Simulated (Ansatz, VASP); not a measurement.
# InSe2: VASP beside Ansatz

```
In Se
1.0
     3.89489    0.00000    0.00000
     0.00000    3.89489    0.00000
     0.00000    0.00000    9.62623
In Se
2 4
Direct
  0.00000 0.50000 0.70647
  0.50000 0.00000 0.29353
  0.00000 0.50000 0.36621
  0.50000 0.00000 0.63379
  0.00000 0.00000 0.00000
  0.50000 0.50000 0.00000
```

Alike in both runs: task single point; functional PBE; k mesh 10 × 10 × 4; occupations methfessel-paxton of order 1, width 0.1 eV; no spin polarisation.

|  | VASP | Ansatz |
| --- | --- | --- |
| version | VASP 6.6.1 | Ansatz 0.2.0 |
| potentials or method | VASP PAW PBE potentials, release 64 (In_d, Se), cutoff 520 eV | scalar-relativistic, plane waves, PAW |
| valence electrons in the cell | 50 | 90 |

```tsv
	VASP	Ansatz	Ansatz less VASP
gap on the k mesh at the Fermi level (eV)	none	none	-
pressure (GPa)	-0.1	-0.1	-0.02
traceless stress, the component that is largest in VASP (GPa)	0.54	0.56	+0.017
rms of the force components (eV/Å)	0.019	0.019	+0.0002
```

Atom by atom the forces differ by 0.000 eV/Å (rms over components). A gap of «none» marks a metal or a gap that the smearing closes. VASP's potentials hold 50 valence electrons a cell and Ansatz's 90, so a difference there can come from the potentials and not from the codes.
